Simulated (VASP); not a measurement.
Set up this calculation in VASP 6.6.1, as the native input.

| Property | Result |
| --- | --- |
| Task | single point |
| Functional | PBE |
| Potentials or basis | VASP PAW PBE potentials, release 64 (Cs_sv, H) |
| Cutoff | 520 eV |
| k mesh | 4 × 4 × 4 |
| Occupations | gaussian, width 0.1 eV |
| Spin | no spin polarisation |
| Dipole correction | no |
| Further INCAR settings | ALGO = Normal; EDIFF = 1e-06; NBANDS = 26 |

The structure of Cs4H lies in POSCAR:

```
Cs4H
1.0
    0.0000000000      6.4348084309      6.4348084309
    6.4348084309      0.0000000000      6.4348084309
    6.4348084309      6.4348084309      0.0000000000
Cs H
4 1
Direct
    0.3748270350      0.3748270350      0.3748270350
    0.3748270350      0.3748270350      0.8755188951
    0.3748270350      0.8755188951      0.3748270350
    0.8755188951      0.3748270350      0.3748270350
    0.0000000000      0.0000000000      0.0000000000
```

The cell was generated, and may not be a known phase.

These files were run (other wordings do the same):

INCAR

```
PREC = Accurate ; ENCUT = 520
EDIFF = 1E-6 ; ISMEAR = 0
SIGMA = 0.1 ; LREAL = False
LASPH = True ; NELM = 80
ALGO = Normal ; ISIF = 2
LWAVE = False ; LCHARG = False
GGA = PE ; NBANDS = 26
```

KPOINTS

```
regular mesh
0
Gamma
  4 4 4
```

Potentials or basis: VASP PAW PBE potentials, release 64 (Cs_sv, H).

The run is started by

```console
$ cat potpaw_PBE.64/Cs_sv/POTCAR potpaw_PBE.64/H/POTCAR > POTCAR
$ mpirun -np 1 vasp_std > vasp.out
```

It gave:

```
Pressure               : 0.4 GPa
Largest force          : 0.051 eV/Å
Band gap on the k mesh : zero (an odd number of electrons rules out a gap without spin polarisation)
```

Caveat: spin-orbit coupling is left out, which moves the levels of the heavy elements.

It took 5.3 min on 1 thread of Oxide Virtual Turin-like Processor, with other jobs on the host, peak memory 0.68 GiB.
